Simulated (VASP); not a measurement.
# Ir (P6_3/mmc) in VASP: a series of runs, part 2 of 2

VASP 6.6.1. Earlier steps stand in the parts before.

## (4) Relaxation of cell and atoms, r2SCAN, target pressure 8 GPa, at which the enthalpy is minimised

The input, POSCAR:

```
Ir
1.0
    2.7513778900      0.0000000000      0.0000000000
   -1.3756889500      2.3827631500      0.0000000000
    0.0000000000      0.0000000000      4.4622900000
Ir
2
Direct
    0.6666666667      0.3333333333      0.7500000000
    0.3333333333      0.6666666667      0.2500000000
```

The input, INCAR.step1:

```
SYSTEM = Ir
PREC = Accurate
ENCUT = 600
ISMEAR = 1
SIGMA = 0.1
LREAL = .FALSE.
LASPH = .TRUE.
NELM = 100
GGA = PE
ALGO = Normal
EDIFF = 1E-4
LWAVE = .TRUE.
LCHARG = .FALSE.
```

The input, INCAR.step2:

```
SYSTEM = Ir
PREC = Accurate
ENCUT = 600
EDIFF = 1E-7
ISMEAR = 1
SIGMA = 0.1
LREAL = .FALSE.
LASPH = .TRUE.
NELM = 100
ALGO = Normal
ISIF = 3
LWAVE = .FALSE.
LCHARG = .FALSE.
METAGGA = R2SCAN
LMIXTAU = .TRUE.
IBRION = 2
NSW = 80
EDIFFG = -0.01
PSTRESS = 80.0
ISTART = 1
```

The input, KPOINTS:

```
regular mesh
0
G
  14 14 8
  0 0 0
```

Potentials or basis: VASP PAW PBE potentials, release 64 (Ir).

Run with:

```sh
> cat potpaw_PBE.64/Ir/POTCAR > POTCAR
> cp INCAR.step1 INCAR
> mpirun -np 1 vasp_std > vasp.out
> cp INCAR.step2 INCAR
> mpirun -np 1 vasp_std > vasp.out
```

OUTCAR:

```text
SYSTEM = Ir
   PREC = Accurate
   ENCUT = 600
   EDIFF = 1E-7
   ISMEAR = 1
   LREAL = .FALSE.
   LASPH = .TRUE.
   NELM = 100
   ISIF = 3
   METAGGA = R2SCAN
   IBRION = 2
   NSW = 80
   EDIFFG = -0.01
   PSTRESS = 80.0
   ISTART = 1

 ion  position               nearest neighbor table
   1  0.667  0.333  0.750-   2 2.74   2 2.74   2 2.74   2 2.74   2 2.74   2 2.74
   2  0.333  0.667  0.250-   1 2.74   1 2.74   1 2.74   1 2.74   1 2.74   1 2.74

  LATTYP: Found a hexagonal cell.
 ALAT       =     2.7513778900
 C/A-ratio  =     1.6218382855

  Lattice vectors:

 A1 = (   2.7513778900,   0.0000000000,   0.0000000000)
 A2 = (  -1.3756889500,   2.3827631500,   0.0000000000)
 A3 = (   0.0000000000,   0.0000000000,   4.4622900000)

Analysis of symmetry for initial positions (statically):
=====================================================================
 Subroutine PRICEL returns:
 Original cell was already a primitive cell.
[... 189 lines left out ...]
      5       5.9368      2.00000
      6       6.5795      2.00000
      7       6.5795      2.00000
      8       7.3628      2.00000
      9       7.3628      2.00000
     10       9.0357      2.00000
     11       9.9992     -0.00153
     12       9.9992     -0.00153
     13      16.8853      0.00000
[... 557 lines left out ...]
--------------------------------------- Ionic step        6  -------------------------------------------

 number of electron      18.0000001 magnetization

 Free energy of the ion-electron system (eV)
  ---------------------------------------------------
  ext. energy  EPLUGINS =         0.00000000
  ---------------------------------------------------
  free energy    TOTEN  =      -104.53514358 eV

  energy without entropy =     -104.53449295  energy(sigma->0) =     -104.53492670

 E-fermi :  10.4201     XC(G=0): -15.3739

 val. band max:       10.4166412907   @ k =   0.3571   0.2857   0.2500
 cond. band min:      10.4226832077   @ k =   0.2857   0.0714   0.0000
 fundamental gap:      0.0060419171
 Fermi energy:        10.4201279835

 k-point     1 :       0.0000    0.0000    0.0000
  band No.  band energies     occupation
      1      -1.3225      2.00000
      2       1.8113      2.00000
      3       6.2566      2.00000
      4       6.3733      2.00000
      5       6.3733      2.00000
      6       7.0590      2.00000
      7       7.0590      2.00000
      8       7.9026      2.00000
      9       7.9026      2.00000
     10       9.5905      2.00000
     11      10.6945     -0.00073
     12      10.6945     -0.00073
     13      17.9274      0.00000
[... 401 lines left out ...]
  energy  without entropy=     -104.5344929471  energy(sigma->0) =     -104.53492670

  enthalpy is  TOTEN    =      -103.1301293936 eV   P V=        1.4050141845

 reached required accuracy - stopping structural energy minimisation
```

OUTCAR.step1:

```text
SYSTEM = Ir
   PREC = Accurate
   ENCUT = 600
   ISMEAR = 1
   LREAL = .FALSE.
   LASPH = .TRUE.
[... 609 lines left out ...]
      1.37569      0.79425      3.34672         0.000000      0.000000      0.000000
     -0.00000      1.58851      1.11557        -0.000000     -0.000000      0.000000
 -----------------------------------------------------------------------------------
    total drift:                               -0.000000      0.000000     -0.000000

  FREE ENERGIE OF THE ION-ELECTRON SYSTEM (eV)
  ---------------------------------------------------
  free  energy   TOTEN  =       -17.5460628965 eV

  energy  without entropy=      -17.5451117273  energy(sigma->0) =      -17.54574584
```

OSZICAR.step1:

```text
N       E                     dE             d eps       ncg     rms          rms(c)
DAV:   1     0.164254785782E+03    0.16425E+03   -0.95181E+03  3120   0.156E+03
DAV:   2    -0.111254239119E+02   -0.17538E+03   -0.16164E+03  3195   0.383E+02
DAV:   3    -0.185169377641E+02   -0.73915E+01   -0.68815E+01  3877   0.874E+01
DAV:   4    -0.186559059120E+02   -0.13897E+00   -0.13851E+00  3369   0.114E+01
DAV:   5    -0.186583252716E+02   -0.24194E-02   -0.24191E-02  3864   0.140E+00    0.202E+01
DAV:   6    -0.177223792519E+02    0.93595E+00   -0.15603E+00  3595   0.175E+01    0.826E+00
DAV:   7    -0.175577821727E+02    0.16460E+00   -0.47779E-01  3833   0.925E+00    0.210E+00
DAV:   8    -0.175508135045E+02    0.69687E-02   -0.47067E-03  3275   0.713E-01    0.124E+00
DAV:   9    -0.175460541645E+02    0.47593E-02   -0.57172E-03  3585   0.112E+00    0.318E-02
DAV:  10    -0.175460628965E+02   -0.87320E-05   -0.23875E-05  1770   0.547E-02
   1 F= -.17546063E+02 E0= -.17545746E+02  d E =-.951169E-03
```

Wall time 4.9 min (1 thread of Intel Xeon 6975P-C (Granite Rapids), shared host); peak memory 0.22 GiB.

Results:

```
Free energy                                                : -104.5351 eV
Relaxed volume                                             : 14.07 Å³/atom
Relaxed cell                                               : a = 2.715 Å, b = 2.715 Å, c = 4.407 Å, α = 90.00°, β = 90.00°, γ = 120.00°
Space group after relaxing (to 0.1 Å)                      : P6_3/mmc (No. 194)
Energy change on relaxing (the run minimises the enthalpy) : +1.5 meV/atom
Ionic steps                                                : 6
Pressure after relaxing                                    : 8.1 GPa
Band gap on the k mesh                                     : zero (bands 9 and 10 overlap by 3.49 eV)
```

Stress tensor (GPa, compression positive):
```
8.09 0.00 0.00
0.00 8.09 0.00
0.00 0.00 7.98
```

Step by step:
```csv
step,energy change (eV),largest force (eV/Å),pressure (GPa),volume (Å³)
1,0.0000,0.0000,-6.59,29.25
2,1.3117,0.0000,106.90,23.97
3,-0.0009,0.0000,6.85,28.22
4,0.0018,0.0000,7.74,28.16
5,0.0029,0.0000,8.05,28.14
6,0.0029,0.0000,8.05,28.14
```

Final structure:
```cif
data_structure
_symmetry_space_group_name_H-M 'P 1'
_symmetry_Int_Tables_number 1
_cell_length_a 2.7152
_cell_length_b 2.7152
_cell_length_c 4.4074
_cell_angle_alpha 90.000
_cell_angle_beta 90.000
_cell_angle_gamma 120.000
_cell_volume 28.14
loop_
_atom_site_label
_atom_site_type_symbol
_atom_site_fract_x
_atom_site_fract_y
_atom_site_fract_z
_atom_site_occupancy
Ir1 Ir 0.66667 0.33333 0.75000 1
Ir2 Ir 0.33333 0.66667 0.25000 1
```

Caveat: the cell is relaxed towards a set pressure, so the run minimises the enthalpy, not the energy; the PAW data sets were made with another functional, which shifts forces and pressure a little; spin-orbit coupling is left out, which moves the levels of the heavy elements.

## (5) Overview

```tsv
cell	gap on the mesh (eV)	pressure (GPa)
relaxed to 4 GPa	none	4.0
relaxed to 6 GPa	none	6.0
relaxed to 8 GPa	none	8.1
```

Alike in all rows: task relaxation of cell and atoms; level r2SCAN; potentials or basis VASP PAW PBE potentials, release 64 (Ir); no spin polarisation; k mesh 14 × 14 × 8; cutoff (eV) 600; smearing methfessel-paxton 0.1 eV.

Caveats: the cell is relaxed towards a set pressure, so the run minimises the enthalpy, not the energy; the PAW data sets were made with another functional, which shifts forces and pressure a little; spin-orbit coupling is left out, which moves the levels of the heavy elements.

Total energies depend on the potentials used, so only differences within one code and one set of settings carry meaning.
